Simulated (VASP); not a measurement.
# CuO in VASP: a series of runs, part 2 of 2

VASP 6.6.1. Earlier steps stand in the parts before.

**5. Single point, PBEsol**

This run uses another cell than the first one, of 10.03 Å³/atom.

Input file INCAR:

```
SYSTEM = CuO
PREC     = Accurate       ! precision mode
ENCUT    = 520            ! plane-wave cutoff, eV
EDIFF    = 1E-7           ! SCF threshold, eV
ISMEAR   = 0              ! smearing method
SIGMA    = 0.1            ! smearing width, eV
LREAL    = .FALSE.        ! projectors in reciprocal space
LASPH    = .TRUE.         ! aspherical terms in the spheres
NELM     = 60             ! most SCF steps
ALGO     = Normal         ! electronic algorithm
ISIF     = 2              ! what is computed and relaxed
LWAVE    = .FALSE.        ! write WAVECAR
LCHARG   = .TRUE.         ! write CHGCAR
GGA      = PS             ! functional
LELF     = .TRUE.         ! ELF
LVHAR    = .TRUE.       
NBANDS   = 25             ! bands
```

Input file KPOINTS:

```
regular mesh
0
G
  8 8 4
  0 0 0
```

Input file POSCAR:

```
CuO
1.0
    2.3404404522     -1.7107783127     -0.0229301573
    2.3197430003      1.6824555157     -0.0101368612
   -0.8908838133      0.0240860588      5.0786274137
Cu O
2 2
Direct
   -0.0082652229      0.4939545091     -0.0055067082
    0.4909130835     -0.0195801087      0.4987901057
    0.5733962104      0.3983939412      0.2576963426
    0.3918683292      0.5610426818      0.7397132466
```

Potentials or basis: VASP PAW PBE potentials, release 64 (Cu, O).

Started as:

```
$ cat potpaw_PBE.64/Cu/POTCAR potpaw_PBE.64/O/POTCAR > POTCAR
$ mpirun -np 1 vasp_std > vasp.out
```

OUTCAR:

```text
SYSTEM = CuO
   PREC = Accurate
   ENCUT = 520
   EDIFF = 1E-7
   ISMEAR = 0
   LREAL = .FALSE.
   LASPH = .TRUE.
   NELM = 60
   ISIF = 2
   GGA = PS

 ion  position               nearest neighbor table
   1  0.992  0.494  0.994-   4 1.94   3 1.97   4 1.99   3 2.05
   2  0.491  0.980  0.499-   4 1.90   3 1.91   3 1.93   4 1.95
   3  0.573  0.398  0.258-   2 1.91   2 1.93   1 1.97   1 2.05
   4  0.392  0.561  0.740-   2 1.90   1 1.94   2 1.95   1 1.99

  LATTYP: Found a triclinic cell.
 ALAT       =     2.8991291343
 B/A-ratio  =     1.1704622010
[... 874 lines left out ...]
  Direction    XX          YY          ZZ          XY          YZ          ZX
  --------------------------------------------------------------------------------------
  -------------------------------------------------------------------------------------
  Total       -0.1288249      0.3643727     -0.7673747      0.4291443      0.5239911     -0.0309942
  in kB       -5.1468345     14.5574807    -30.6582837     17.1452484     20.9345810     -1.2382852
  external PRESSURE =      -7.0825458 kB  Pullay stress =       0.0000000 kB

 VOLUME and BASIS-vectors are now :
 -----------------------------------------------------------------------------
  energy-cutoff  :      520.00
  volume of cell :       40.10
      direct lattice vectors                 reciprocal lattice vectors
     2.340440452 -1.710778313 -0.022930157     0.213074834 -0.293550617  0.038769412
     2.319743000  1.682455516 -0.010136861     0.216641816  0.295887568  0.036599637
    -0.890883813  0.024086059  5.078627414     0.001394453 -0.000734803  0.197151693

 POSITION                                       TOTAL-FORCE (eV/Angst)
 -----------------------------------------------------------------------------------
      2.58097     -0.84163      5.02291        -0.426073      0.123904      0.340143
      2.97891      0.82168      2.51197        -0.141341     -0.025273     -0.046202
      2.03659     -0.30447      1.29156         0.220920      0.241357     -0.696674
      1.55962      0.29135      3.74206         0.346493     -0.339988      0.402733
 -----------------------------------------------------------------------------------
    total drift:                               -0.000385     -0.000386     -0.000782

  FREE ENERGIE OF THE ION-ELECTRON SYSTEM (eV)
  ---------------------------------------------------
  free  energy   TOTEN  =       -21.2937075166 eV

  energy  without entropy=      -21.2824226636  energy(sigma->0) =      -21.28806509
```

Wall time 4.4 min (1 thread of Intel Xeon 8259CL, shared host); peak memory 0.24 GiB.

Results:

```
Free energy            : -21.2937 eV
Pressure               : -0.7 GPa
Largest force          : 0.770 eV/Å
Band gap on the k mesh : zero (bands 17 and 18 overlap by 0.60 eV)
```

Forces on the atoms (eV/Å):
```
Cu  -0.426  0.124  0.340
Cu  -0.141 -0.025 -0.046
O    0.221  0.241 -0.697
O    0.346 -0.340  0.403
```

Levels at points of the mesh, in eV from the Fermi level:
```csv
k point,band 13,band 14,band 15,band 16,band 17,band 18,band 19,band 20,band 21,band 22
"(0.00, 0.00, 0.00)",-2.40,-2.16,-2.11,-1.66,0.19,0.93,1.69,5.93,8.17,13.40
"(0.50, 0.00, 0.00)",-1.88,-1.62,-1.56,-1.42,-0.06,0.39,4.92,6.31,6.86,11.14
"(0.00, 0.50, 0.00)",-2.14,-1.57,-1.39,-1.33,-0.05,0.13,4.61,6.26,7.30,10.92
"(0.50, 0.50, 0.00)",-2.14,-2.02,-1.69,-1.20,-0.57,1.07,3.32,6.92,8.49,10.13
"(0.00, 0.00, 0.50)",-2.27,-2.16,-1.53,-1.38,0.10,0.39,3.77,4.09,11.11,11.90
"(0.50, 0.00, 0.50)",-2.11,-2.06,-1.77,-1.55,-0.07,0.81,5.34,6.13,8.03,8.84
"(0.00, 0.50, 0.50)",-2.26,-2.11,-1.71,-1.57,-0.08,0.70,4.77,6.89,8.17,8.38
"(0.50, 0.50, 0.50)",-1.68,-1.65,-1.30,-1.23,-0.45,-0.36,5.11,5.29,8.60,9.47
```

Caveat: the PAW data sets were made with another functional, which shifts forces and pressure a little; semilocal functionals often make such compounds metallic where correlation or magnetic order opens a gap, which also shifts bond lengths.

**6. Single point, PBEsol**

Input file INCAR:

```
  PREC = Accurate
  ENCUT = 520
  EDIFF = 1E-6
  ISMEAR = 0
  SIGMA = 0.1
  LREAL = F
  LASPH = T
  NELM = 60
  ALGO = Normal
  ISIF = 2
  LWAVE = F
  LCHARG = F
  GGA = PS
  NBANDS = 25
```

Input file KPOINTS:

```
Automatic mesh
0
Gamma
  10 10 6
```

Input file POSCAR:

```
CuO
1.0
    2.3446500000     -1.7134000000      0.0000000000
    2.3446500000      1.7134000000      0.0000000000
   -0.8605500000      0.0000000000      5.0594400000
Cu O
2 2
Direct
    0.0032000000      0.4968000000      0.0000000000
    0.4968000000      0.0032000000      0.5000000000
    0.5714000000      0.4056000000      0.2537000000
    0.4056000000      0.5714000000      0.7537000000
```

Potentials or basis: VASP PAW PBE potentials, release 64 (Cu, O).

Started as:

```
$ cat potpaw_PBE.64/Cu/POTCAR potpaw_PBE.64/O/POTCAR > POTCAR
$ mpirun -np 1 vasp_std > vasp.out
```

OUTCAR:

```text
PREC = Accurate
   ENCUT = 520
   EDIFF = 1E-6
   ISMEAR = 0
   LREAL = F
   LASPH = T
   NELM = 60
   ISIF = 2
   GGA = PS

 ion  position               nearest neighbor table
   1  0.003  0.497  0.000-   4 1.91   3 1.93   4 1.98   3 2.02
   2  0.497  0.003  0.500-   3 1.91   4 1.93   3 1.98   4 2.02
   3  0.571  0.406  0.254-   2 1.91   1 1.93   2 1.98   1 2.02
   4  0.406  0.571  0.754-   1 1.91   2 1.93   1 1.98   2 2.02

  LATTYP: Found a base centered monoclinic cell.
[... 876 lines left out ...]
  Direction    XX          YY          ZZ          XY          YZ          ZX
  --------------------------------------------------------------------------------------
  -------------------------------------------------------------------------------------
  Total       -0.5996662     -0.0427542     -0.8793483      0.0000000      0.0000000     -0.2898247
  in kB      -23.6347453     -1.6850791    -34.6579023      0.0000000      0.0000000    -11.4229104
  external PRESSURE =     -19.9925756 kB  Pullay stress =       0.0000000 kB

 VOLUME and BASIS-vectors are now :
 -----------------------------------------------------------------------------
  energy-cutoff  :      520.00
  volume of cell :       40.65
      direct lattice vectors                 reciprocal lattice vectors
     2.344650000 -1.713400000  0.000000000     0.213251445 -0.291817439  0.036271510
     2.344650000  1.713400000  0.000000000     0.213251445  0.291817439  0.036271510
    -0.860550000  0.000000000  5.059440000     0.000000000  0.000000000  0.197650333

 POSITION                                       TOTAL-FORCE (eV/Angst)
 -----------------------------------------------------------------------------------
      1.17233      0.84573      0.00000        -0.613340      0.334324      0.237992
      0.74205     -0.84573      2.52972        -0.613340     -0.334324      0.237992
      2.07240     -0.28408      1.28358         0.613340      0.369109     -0.237992
      1.64213      0.28408      3.81330         0.613340     -0.369109     -0.237992
 -----------------------------------------------------------------------------------
    total drift:                               -0.000278      0.000000     -0.000511

  FREE ENERGIE OF THE ION-ELECTRON SYSTEM (eV)
  ---------------------------------------------------
  free  energy   TOTEN  =       -21.3013330101 eV

  energy  without entropy=      -21.2895103164  energy(sigma->0) =      -21.29542166
```

OSZICAR:

```text
N       E                     dE             d eps       ncg     rms          rms(c)
DAV:   1     0.290243030350E+03    0.29024E+03   -0.16441E+04  9176   0.215E+03
DAV:   2     0.892151623960E+01   -0.28132E+03   -0.25919E+03  8675   0.395E+02
DAV:   3    -0.260735686314E+02   -0.34995E+02   -0.33014E+02 10704   0.154E+02
DAV:   4    -0.272591452696E+02   -0.11856E+01   -0.11791E+01 10623   0.303E+01
DAV:   5    -0.272804315750E+02   -0.21286E-01   -0.21276E-01 11217   0.364E+00    0.174E+01
DAV:   6    -0.249768376138E+02    0.23036E+01   -0.36699E+01 12122   0.156E+02    0.136E+01
DAV:   7    -0.212526373976E+02    0.37242E+01   -0.10088E+01 10455   0.116E+02    0.256E+00
DAV:   8    -0.213445293440E+02   -0.91892E-01   -0.15072E+00  9124   0.848E+00    0.162E+00
DAV:   9    -0.213047780970E+02    0.39751E-01   -0.55019E-02 14202   0.603E+00    0.422E-01
DAV:  10    -0.213022022110E+02    0.25759E-02   -0.11329E-02 12360   0.138E+00    0.318E-01
DAV:  11    -0.213013045438E+02    0.89767E-03   -0.53873E-03 13238   0.690E-01    0.489E-02
DAV:  12    -0.213013166810E+02   -0.12137E-04   -0.34072E-04 11242   0.207E-01    0.340E-02
DAV:  13    -0.213013343033E+02   -0.17622E-04   -0.19604E-05 12716   0.630E-02    0.869E-03
DAV:  14    -0.213013331570E+02    0.11464E-05   -0.75615E-07  6523   0.164E-02    0.563E-03
DAV:  15    -0.213013330101E+02    0.14687E-06   -0.32034E-06  6856   0.158E-02
   1 F= -.21301333E+02 E0= -.21295422E+02  d E =-.118227E-01
```

Run time: 4.1 min. Hardware: 1 thread of Intel Xeon 8259CL, shared host; peak memory 0.27 GiB.

What came out:

```yaml
Free_energy: -21.3013 eV
Pressure: -2.0 GPa
Largest_force: 0.754 eV/Å
Band_gap_on_the_k_mesh: zero (bands 17 and 18 overlap by 0.72 eV)
```

Forces in eV/Å, atoms in the order of the input:
```
Cu  -0.613  0.334  0.238
Cu  -0.613 -0.334  0.238
O    0.613  0.369 -0.238
O    0.613 -0.369 -0.238
```

Stress tensor (GPa, compression positive):
```
-2.36  0.00 -1.14
 0.00 -0.17  0.00
-1.14  0.00 -3.47
```

Caveat: the PAW data sets were made with another functional, which shifts forces and pressure a little; semilocal functionals often make such compounds metallic where correlation or magnetic order opens a gap, which also shifts bond lengths. With open d or f shells a metallic result of PBEsol can be an artefact of self-interaction; +U or a hybrid may open a gap.

**7. Overview**

| cell | k mesh | smearing | gap on the mesh (eV) | pressure (GPa) | largest force (eV/Å) |
| --- | --- | --- | --- | --- | --- |
| a = 2.904, b = 2.904, c = 5.132 Å, angles 97.8, 97.8, 72.3°, 4 atoms, atomic positions A | 8 × 8 × 4 | gaussian 0.1 eV | none | -2.0 | 0.76 |
| a = 2.904, b = 2.904, c = 5.132 Å, angles 97.8, 97.8, 72.3°, 4 atoms, atomic positions A | 8 × 8 × 4 | gaussian 0.2 eV | none | -2.0 | 0.76 |
| a = 2.904, b = 2.904, c = 5.132 Å, angles 97.8, 97.8, 72.3°, 4 atoms, atomic positions A | 8 × 8 × 4 | gaussian 0.4 eV | none | -1.8 | 0.76 |
| a = 2.899, b = 2.866, c = 5.156 Å, angles 98.1, 98.6, 72.1°, 4 atoms, atomic positions B | 8 × 8 × 4 | gaussian 0.1 eV | none | -0.7 | 0.77 |
| a = 2.904, b = 2.904, c = 5.132 Å, angles 97.8, 97.8, 72.3°, 4 atoms, atomic positions A | 10 × 10 × 6 | gaussian 0.1 eV | none | -2.0 | 0.75 |

Alike in all rows: task single point; level PBEsol; potentials or basis VASP PAW PBE potentials, release 64 (Cu, O); no spin polarisation; cutoff (eV) 520.

Caveats: the PAW data sets were made with another functional, which shifts forces and pressure a little; semilocal functionals often make such compounds metallic where correlation or magnetic order opens a gap, which also shifts bond lengths; so wide a smearing shifts energies and pressures (at least some runs).

Absolute energies hang on the potentials; compare differences alone.
